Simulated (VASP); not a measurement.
A run of VASP 6.6.1 is set up as follows.

File INCAR:

```
  PREC = Accurate
  ENCUT = 520
  EDIFF = 1E-6
  ISMEAR = 0
  SIGMA = 0.02
  LREAL = Auto
  LASPH = T
  NELM = 80
  ALGO = Normal
  ISIF = 2
  LWAVE = F
  LCHARG = T
  GGA = PE
  LELF = T
  LVHAR = T
  NBANDS = 89
```

The input KPOINTS:

```
Automatic mesh
0
Gamma
  2 2 2
  0.5 0.5 0.5
```

POSCAR

```
Si32O
1.0
   -5.7769209609      3.3353068718      6.3650226989
    5.7769209609     -3.3353068718      6.3650226989
    3.8512806405      6.6706137437     -6.3650226989
Si O
32 1
Direct
    0.2387927413      0.0722996260      0.2491577885
    0.7385715064      0.5719739261      0.2501562839
    0.1147703915      0.4511053614      0.4950024785
    0.6156390454      0.9487606874      0.5008494016
    0.4822497600      0.3231502476      0.7499269925
    0.9914332868      0.8072300079      0.7489121287
    0.8648597316      0.1987122496     -0.0015349824
    0.3692005619      0.7046111144      1.0041996701
    0.3205204282      0.4860554513      0.2407345353
    0.8321099410      0.9960621348      0.2611173343
    0.2047477149      0.8549082961      0.4949441208
    0.6852455498      0.3657289985      0.4941748057
    0.5770502595      0.7413194615      0.7503786594
    0.0523848476      0.2823464398      0.7528402441
    0.9402988462      0.6263443761      1.0084648515
    0.4643282575      0.1068228823      0.0079187414
    0.4192802754      0.2553656753      0.2404936891
    0.9282342248      0.7661145506      0.2613843649
    0.3082118580      0.6293094357      0.4945323000
    0.7893736995      0.1409361705      0.4947246206
    0.6728812642      0.5098944617      0.7503906222
    0.1994472832     -0.0291706808      0.7528443598
    0.0429933771      0.4021785698      0.0081818321
    0.5670607686      0.8825886250      1.0080365145
    0.5103610484      0.6771476192      0.2493750140
    0.0113722421      0.1782881837      0.2499843269
    0.3852785376      0.0522173669      0.5006672425
    0.8798850831      0.5435130605      0.4947742754
    0.7680744493      0.9268739336      0.7500156962
    0.2574910007      0.4408299890      0.7489252083
    0.1348707839      0.7993700509      1.0043810403
    0.6337568055      0.3000081108     -0.0014535866
    0.1349615838      0.1369914423     -0.2235732507
```

Potentials or basis: VASP PAW PBE potentials, release 64 (Si, O).

Launch:

```console
$ cat potpaw_PBE.64/Si/POTCAR potpaw_PBE.64/O/POTCAR > POTCAR
$ mpirun -np 1 vasp_std > vasp.out
```

Q: What does it give for the band gap on the k mesh?

A: 0.90 eV.

Q: What does it give for the pressure?

A: 1.7 GPa.

Q: What does it give for the largest force?

A: 0.032 eV/Å.

Stress tensor (GPa, compression positive):
```
 2.74 -1.18  0.86
-1.18  1.38 -0.50
 0.86 -0.50  0.89
```
